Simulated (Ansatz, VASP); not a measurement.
**Two plane-wave programs on C**

```
C
1.0
     0.00000    2.09053    3.32851
     1.20761    0.00000    3.32851
     1.20761    2.09053    0.00000
C
2
Direct
  0.14034 0.85966 0.14034
  0.85966 0.14034 0.85966
```

Alike in both runs: task single point; functional PBE; dispersion D3(BJ); k mesh 16 × 16 × 16; occupations gaussian, width 0.03 eV; no spin polarisation.

|  | VASP | Ansatz |
| --- | --- | --- |
| version | VASP 6.6.1 | Ansatz 0.2.0 |
| potentials or method | VASP PAW PBE potentials, release 64 (C), cutoff 520 eV | scalar-relativistic, plane waves, PAW |
| valence electrons in the cell | 8 | 8 |

|  | VASP | Ansatz | Ansatz less VASP |
| --- | --- | --- | --- |
| gap on the k mesh at the Fermi level (eV) | none | none | - |
| rms of the force components (eV/Å) | 10.468 | 10.375 | -0.0938 |

Atom by atom the forces differ by 0.094 eV/Å (rms over components). A gap of «none» marks a metal or a gap that the smearing closes.
